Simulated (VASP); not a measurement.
# Si4Se (P-3m1) in VASP: notebook, part 2 of 2

VASP 6.6.1. Earlier steps stand in the parts before.

### Step 3. Single point, PBE

This run uses another cell than the first one, of 17.50 Å³/atom, 1.097 times its volume.

Contents of INCAR:

```
SYSTEM = Si4Se
PREC = Accurate ; ENCUT = 520
EDIFF = 1E-6 ; ISMEAR = 0
SIGMA = 0.1 ; LREAL = .FALSE.
LASPH = .TRUE. ; NELM = 80
ALGO = Normal ; ISIF = 2
LWAVE = .FALSE. ; LCHARG = .FALSE.
GGA = PE ; NBANDS = 19
```

Contents of KPOINTS:

```
Automatic mesh
0
G
  12 12 6
  0 0 0
```

Contents of POSCAR:

```
Si4Se
1.0
    3.6012418360      0.0000000000      0.0000000000
   -1.8006209180      3.1187669152      0.0000000000
    0.0000000000      0.0000000000      7.7904245550
Si Se
4 1
Direct
    0.3333333333      0.6666666667      0.7734158452
    0.3333333333      0.6666666667      0.4012591556
    0.6666666667      0.3333333333      0.2265841548
    0.6666666667      0.3333333333      0.5987408444
    0.0000000000      0.0000000000      0.0000000000
```

Potentials or basis: VASP PAW PBE potentials, release 64 (Si, Se).

Launch:

```sh
$ cat potpaw_PBE.64/Si/POTCAR potpaw_PBE.64/Se/POTCAR > POTCAR
$ mpirun -np 1 vasp_std > vasp.out
```

OUTCAR:

```text
SYSTEM = Si4Se
   PREC = Accurate
   ENCUT = 520
   EDIFF = 1E-6
   ISMEAR = 0
   LREAL = .FALSE.
   LASPH = .TRUE.
   NELM = 80
   ISIF = 2
   GGA = PE

 ion  position               nearest neighbor table
   1  0.333  0.667  0.773-   4 2.48   4 2.48   4 2.48   5 2.73   5 2.73   5 2.73   2 2.90
   2  0.333  0.667  0.401-   3 2.48   3 2.48   3 2.48   4 2.59   4 2.59   4 2.59   1 2.90
   3  0.667  0.333  0.227-   2 2.48   2 2.48   2 2.48   5 2.73   5 2.73   5 2.73   4 2.90
   4  0.667  0.333  0.599-   1 2.48   1 2.48   1 2.48   2 2.59   2 2.59   2 2.59   3 2.90
   5  0.000  0.000  0.000-   1 2.73   3 2.73   3 2.73   1 2.73   3 2.73   1 2.73

  LATTYP: Found a hexagonal cell.
 ALAT       =     3.6012418360
 C/A-ratio  =     2.1632605945

  Lattice vectors:

 A1 = (   3.6012418360,   0.0000000000,   0.0000000000)
 A2 = (  -1.8006209180,   3.1187669152,   0.0000000000)
 A3 = (   0.0000000000,   0.0000000000,   7.7904245550)

Analysis of symmetry for initial positions (statically):
=====================================================================
 Subroutine PRICEL returns:
 Original cell was already a primitive cell.

 Routine SETGRP: Setting up the symmetry group for a
 hexagonal supercell.

 Subroutine GETGRP returns: Found 12 space group operations
 (whereof 12 operations were pure point group operations)
 out of a pool of 24 trial point group operations.

The static configuration has the point symmetry D_3d.

Analysis of symmetry for dynamics (positions and initial velocities):
=====================================================================
 Subroutine PRICEL returns:
 Original cell was already a primitive cell.

 Routine SETGRP: Setting up the symmetry group for a
 hexagonal supercell.

 Subroutine GETGRP returns: Found 12 space group operations
 (whereof 12 operations were pure point group operations)
 out of a pool of 24 trial point group operations.

The dynamic configuration has the point symmetry D_3d.

 Subroutine INISYM returns: Found 12 space group operations
 (whereof 12 operations are pure point group operations),
 and found     1 'primitive' translations

----------------------------------------------------------------------------------------

                                     Primitive cell

  volume of cell :      87.4976

  direct lattice vectors                    reciprocal lattice vectors
     3.601241836  0.000000000  0.000000000     0.277681990  0.160319772  0.000000000
    -1.800620918  3.118766915  0.000000000     0.000000000  0.320639544  0.000000000
     0.000000000  0.000000000  7.790424555     0.000000000  0.000000000  0.128362709

  length of vectors
     3.601241836  3.601241836  7.790424555     0.320639544  0.320639544  0.128362709

  position of ions in fractional coordinates (direct lattice)
     0.333333333  0.666666667  0.773415845
     0.333333333  0.666666667  0.401259156
     0.666666667  0.333333333  0.226584155
     0.666666667  0.333333333  0.598740844
     0.000000000  0.000000000  0.000000000

  ion indices of the primitive-cell ions
   primitive index   ion index
                 1           1
                 2           2
                 3           3
                 4           4
                 5           5

----------------------------------------------------------------------------------------

 KPOINTS: Automatic mesh

Automatic generation of k-mesh.
 Grid dimensions read from file:
 generate k-points for:   12   12    6

 Generating k-lattice:

  Cartesian coordinates                     Fractional coordinates (reciprocal lattice)
     0.023140166  0.013359981  0.000000000     0.083333333  0.000000000  0.000000000
     0.000000000  0.026719962  0.000000000     0.000000000  0.083333333  0.000000000
     0.000000000  0.000000000  0.021393785     0.000000000  0.000000000  0.166666667

  Length of vectors
     0.026719962  0.026719962  0.021393785

  Shift w.r.t. Gamma in fractional coordinates (k-lattice)
     0.000000000  0.000000000  0.000000000

 Subroutine IBZKPT returns following result:
 ===========================================

 Found    100 irreducible k-points:

 Following reciprocal coordinates:
            Coordinates               Weight
  0.000000  0.000000  0.000000      1.000000
  0.083333 -0.000000  0.000000      6.000000
  0.166667 -0.000000  0.000000      6.000000
  0.250000 -0.000000  0.000000      6.000000
  0.333333 -0.000000  0.000000      6.000000
  0.416667 -0.000000  0.000000      6.000000
[... 16 lines left out ...]
  0.166667 -0.000000  0.166667      6.000000
  0.000000  0.166667  0.166667      6.000000
 [... further k-points ...]
   k-points           NKPTS =    100   k-points in BZ     NKDIM =    100   number of bands    NBANDS=     19
   number of dos      NEDOS =    301   number of ions     NIONS =      5
   total plane-waves  NPLWV =  47040
   dimension x,y,z NGX =    28 NGY =   28 NGZ =   60
   dimension x,y,z NGXF=    56 NGYF=   56 NGZF=  120
   ions per type =               4   1
   NGX,Y,Z   is equivalent  to a cutoff of  12.93, 12.93, 12.80 a.u.
   NGXF,Y,Z  is equivalent  to a cutoff of  25.85, 25.85, 25.61 a.u.
 SYSTEM =  Si4Se
   PREC   = accura    normal or accurate (medium, high low for compatibility)
   ISTART =      0    job   : 0-new  1-cont  2-samecut
   ICHARG =      2    charge: 1-file 2-atom 10-const
   ISPIN  =      1    spin polarized calculation?
   LNONCOLLINEAR =      F non collinear calculations
   LSORBIT =      F    spin-orbit coupling
   LASPH  =      T    aspherical Exc in radial PAW
   ENCUT  =  520.0 eV  38.22 Ry    6.18 a.u.   6.70  6.70 14.49*2*pi/ulx,y,z
   NELM   =     80;   NELMIN=  2; NELMDL= -5     # of ELM steps
   EDIFF  = 0.1E-05   stopping-criterion for ELM
   LREAL  =      F    real-space projection
   EDIFFG = 0.1E-04   stopping-criterion for IOM
   NSW    =      0    number of steps for IOM
   IBRION =     -1    ionic relax: 0-MD 1-quasi-New 2-CG
   NFREE  =      0    steps in history (QN), initial steepest desc. (CG)
   ISIF   =      2    stress and relaxation
   ISYM   =      2    0-nonsym 1-usesym 2-fastsym
   POTIM  = 0.5000    time-step for ionic-motion
   TEBEG  =    0.0;   TEEND  =   0.0 temperature during run
   PSTRESS=    0.0 pullay stress
   NELECT =      22.0000    total number of electrons
   NUPDOWN=      -1.0000    fix difference up-down
   EMIN   =  10.00;   EMAX   =-10.00  energy-range for DOS
   EFERMI =   0.00;   METHOD = LEGACY
   ISMEAR =     0;   SIGMA  =   0.10  broadening in eV -4-tet -1-fermi 0-gaus
   EFERMI_NEDOS =   21; number of points for ismear=-14 and -15
   IALGO  =     38    algorithm
   IMIX   =      4    mixing-type and parameters
     AMIX     =   0.40;   BMIX     =  1.00
     AMIX_MAG =   1.60;   BMIX_MAG =  1.00
  volume/ion in A,a.u.               =      17.50       118.09
  Fermi-wavevector in a.u.,A,eV,Ry     =   1.033277  1.952611 14.526427  1.067662
  Thomas-Fermi vector in A             =   2.167516
   LORBIT       =      0    0 simple, 1 ext, 2 COOP (PROOUT), +10 PAW based schemes
   GGA     = PE    functional components
   LHFCALC =     F    Hartree Fock is set to
   AEXX    =    0.0000 exact exchange contribution
   IVDW    =     0    specifies the selected vdW correction
   LEPSILON=     F    determine dielectric tensor
   LRPA    =     F    only Hartree local field effects (RPA)
 non-spin polarized calculation
 Gauss-broadening in eV      SIGMA  =   0.10
  energy-cutoff  :      520.00
  volume of cell :       87.50
 maximum number of plane-waves:      2381
 NGX is ok and might be reduce to    28
   NGX = 13   NGY = 13   NGZ = 29

 number of electron      21.9999999 magnetization

 Free energy of the ion-electron system (eV)
  ---------------------------------------------------
  ext. energy  EPLUGINS =         0.00000000
  ---------------------------------------------------
  free energy    TOTEN  =       -23.89384825 eV

  energy without entropy =      -23.88159681  energy(sigma->0) =      -23.88772253

 E-fermi :   7.5712     XC(G=0): -10.4212

 val. band max:        7.5682204846   @ k =   0.4167   0.0833   0.5000
 cond. band min:       7.5729341267   @ k =   0.5000  -0.0000   0.5000
 fundamental gap:      0.0047136421
 Fermi energy:         7.5712003895

 k-point     1 :       0.0000    0.0000    0.0000
  band No.  band energies     occupation
      1      -7.4254      2.00000
      2      -4.7407      2.00000
      3      -3.3755      2.00000
      4       2.3753      2.00000
      5       2.7967      2.00000
      6       6.1154      2.00000
[... 505 lines left out ...]
      6       4.2373      2.00000
[... 11 lines left out ...]
     18      12.5590      0.00000
     19      12.8663      0.00000

 [... further k-points ...]
[... 5 lines left out ...]
  --------------------------------------------------------------------------------------
  -------------------------------------------------------------------------------------
  Total       -0.0096433     -0.0096433     -0.0144113      0.0000000      0.0000000      0.0000000
  in kB       -0.1765785     -0.1765785     -0.2638875      0.0000000      0.0000000      0.0000000
  external PRESSURE =      -0.2056815 kB  Pullay stress =       0.0000000 kB

 VOLUME and BASIS-vectors are now :
 -----------------------------------------------------------------------------
  energy-cutoff  :      520.00
  volume of cell :       87.50
      direct lattice vectors                 reciprocal lattice vectors
     3.601241836  0.000000000  0.000000000     0.277681990  0.160319772  0.000000000
    -1.800620918  3.118766915  0.000000000     0.000000000  0.320639544  0.000000000
     0.000000000  0.000000000  7.790424555     0.000000000  0.000000000  0.128362709

 POSITION                                       TOTAL-FORCE (eV/Angst)
 -----------------------------------------------------------------------------------
     -0.00000      2.07918      6.02524        -0.000000     -0.000000     -0.006891
     -0.00000      2.07918      3.12598        -0.000000      0.000000      0.003769
      1.80062      1.03959      1.76519         0.000000      0.000000      0.006891
      1.80062      1.03959      4.66445         0.000000     -0.000000     -0.003769
      0.00000      0.00000      0.00000         0.000000      0.000000      0.000000
 -----------------------------------------------------------------------------------
    total drift:                                0.000000      0.000000      0.000000

  FREE ENERGIE OF THE ION-ELECTRON SYSTEM (eV)
  ---------------------------------------------------
  free  energy   TOTEN  =       -23.8938482508 eV

  energy  without entropy=      -23.8815968081  energy(sigma->0) =      -23.88772253
```

OSZICAR:

```text
N       E                     dE             d eps       ncg     rms          rms(c)
DAV:   1     0.443802011346E+02    0.44380E+02   -0.89287E+03  3800   0.983E+02
DAV:   2    -0.210994903824E+02   -0.65480E+02   -0.63344E+02  4864   0.144E+02
DAV:   3    -0.241705768334E+02   -0.30711E+01   -0.30249E+01  4942   0.269E+01
DAV:   4    -0.241989514564E+02   -0.28375E-01   -0.28320E-01  4951   0.315E+00
DAV:   5    -0.241992308048E+02   -0.27935E-03   -0.27929E-03  4821   0.303E-01    0.644E+00
DAV:   6    -0.239152056665E+02    0.28403E+00   -0.82219E-01  4551   0.455E+00    0.380E+00
DAV:   7    -0.238940268678E+02    0.21179E-01   -0.14579E-01  4543   0.174E+00    0.164E+00
DAV:   8    -0.238941631661E+02   -0.13630E-03   -0.17349E-02  4967   0.644E-01    0.257E-01
DAV:   9    -0.238937517805E+02    0.41139E-03   -0.19179E-03  4549   0.220E-01    0.119E-01
DAV:  10    -0.238938448463E+02   -0.93066E-04   -0.65984E-04  4742   0.128E-01    0.368E-02
DAV:  11    -0.238938456575E+02   -0.81124E-06   -0.97454E-05  4469   0.514E-02    0.192E-02
DAV:  12    -0.238938484147E+02   -0.27571E-05   -0.73833E-06  4507   0.160E-02    0.434E-03
DAV:  13    -0.238938482508E+02    0.16390E-06   -0.10026E-06  2792   0.576E-03
   1 F= -.23893848E+02 E0= -.23887723E+02  d E =-.122514E-01
```

Run time: 5.6 min. Hardware: 1 thread of AMD EPYC 7R13, shared host; peak memory 0.27 GiB.

Results:

```yaml
Free_energy: -23.8938 eV
Pressure: 0.0 GPa
Largest_force: 0.007 eV/Å
Band_gap_on_the_k_mesh: zero (band 11 reaches 9.01 eV, above the bottom of band 12 at 4.82 eV)
```

Forces in eV/Å, atoms in the order of the input:
```
Si   0.000  0.000 -0.007
Si   0.000  0.000  0.004
Si   0.000  0.000  0.007
Si   0.000  0.000 -0.004
Se   0.000  0.000  0.000
```

### Step 4. Relaxation of cell and atoms, PBE

This run uses another cell than the first one, of 17.48 Å³/atom, 1.096 times its volume.

Contents of INCAR:

```
  PREC = Accurate
  ENCUT = 600
  EDIFF = 1E-6
  ISMEAR = 0
  SIGMA = 0.1
  LREAL = False
  LASPH = True
  NELM = 80
  ALGO = Normal
  ISIF = 3
  LWAVE = False
  LCHARG = False
  GGA = PE
  IBRION = 2
  NSW = 100
  EDIFFG = -0.01
```

Contents of KPOINTS:

```
regular mesh
0
Gamma
  12 12 6
```

Contents of POSCAR:

```
Si4Se
1.0
    3.6113365157      0.0000000000      0.0000000000
   -1.8056682578      3.1275091642      0.0000000000
    0.0000000000      0.0000000000      7.7393779052
Si Se
4 1
Direct
    0.3333333333      0.6666666667      0.7725019067
    0.3333333333      0.6666666667      0.3999894251
    0.6666666667      0.3333333333      0.2274980933
    0.6666666667      0.3333333333      0.6000105749
    0.0000000000      0.0000000000      0.0000000000
```

Launch:

```sh
$ cat potpaw_PBE.64/Si/POTCAR potpaw_PBE.64/Se/POTCAR > POTCAR
$ mpirun -np 1 vasp_std > vasp.out
```

Run time: 13 min. Hardware: 1 thread of AMD EPYC 7R13, shared host; peak memory 0.31 GiB.

Results (log left out):

- Free energy: -23.8942 eV
- Relaxed volume: 17.49 Å³/atom
- Relaxed cell: a = 3.601 Å, b = 3.601 Å, c = 7.789 Å, α = 90.00°, β = 90.00°, γ = 120.00°
- Space group after relaxing (to 0.05 Å): P-3m1 (No. 164)
- Energy gained by relaxing: 0.5 meV/atom
- Ionic steps: 7
- Pressure after relaxing: 0.0 GPa
- Band gap on the k mesh: zero (band 11 reaches 9.01 eV, above the bottom of band 12 at 4.82 eV)

Forces on the atoms (eV/Å):
```
Si   0.000  0.000  0.002
Si   0.000  0.000 -0.001
Si   0.000  0.000 -0.002
Si   0.000  0.000  0.001
Se   0.000  0.000  0.000
```

The path:
| step | energy change (eV) | largest force (eV/Å) | pressure (GPa) | volume (Å³) |
| --- | --- | --- | --- | --- |
| 1 | 0.0000 | 0.0414 | 0.21 | 87.41 |
| 2 | -0.0017 | 0.0401 | -0.15 | 87.71 |
| 3 | -0.0017 | 0.0433 | -0.22 | 87.76 |
| 4 | -0.0022 | 0.0376 | 0.00 | 87.51 |
| 5 | -0.0022 | 0.0358 | 0.07 | 87.43 |
| 6 | -0.0024 | 0.0186 | 0.05 | 87.45 |
| 7 | -0.0024 | 0.0022 | 0.02 | 87.47 |

Final structure:
```
Si Se
1.0
     3.60103    0.00000    0.00000
    -1.80052    3.11858    0.00000
     0.00000    0.00000    7.78900
Si Se
4 1
Cartesian
  0.0000 2.0791 6.0232
  0.0000 2.0791 3.1259
  1.8005 1.0395 1.7658
  1.8005 1.0395 4.6631
  0.0000 0.0000 0.0000
```

Levels at points of the mesh, in eV from the Fermi level:
```csv
k point,band 8,band 9,band 10,band 11,band 12,band 13,band 14,band 15
"(0.00, 0.00, 0.00)",-0.67,-0.67,1.43,1.43,1.47,1.65,3.13,3.13
"(0.50, 0.00, 0.00)",-2.37,-2.32,-1.68,-1.19,-0.77,-0.14,0.71,2.66
"(0.00, 0.00, 0.50)",-0.65,-0.53,-0.53,0.99,0.99,1.81,2.83,2.83
"(0.50, 0.00, 0.50)",-4.21,-3.16,-2.62,0.00,0.64,0.66,1.50,2.62
```

### Step 5. The runs side by side

```tsv
task	cell	k mesh	cutoff (eV)	gap on the mesh (eV)	pressure (GPa)	relaxed volume (Å³/atom)	largest force (eV/Å)
relaxation of cell and atoms	relaxed from a = 3.059, b = 3.059, c = 9.837 Å, angles 90.0, 90.0, 120.0°, 5 atoms	6 × 6 × 2	600	none	-0.1	17.55	0.03
single point	a = 3.601, b = 3.601, c = 7.790 Å, angles 90.0, 90.0, 120.0°, 5 atoms	12 × 12 × 6	520	none	0.0	-	0.01
relaxation of cell and atoms	relaxed from a = 3.611, b = 3.611, c = 7.739 Å, angles 90.0, 90.0, 120.0°, 5 atoms	12 × 12 × 6	600	none	0.0	17.49	-
```

Alike in all rows: level PBE; potentials or basis VASP PAW PBE potentials, release 64 (Si, Se); no spin polarisation; smearing gaussian 0.1 eV.

Caveats: some runs use coarse meshes.

Absolute energies hang on the potentials; compare differences alone.
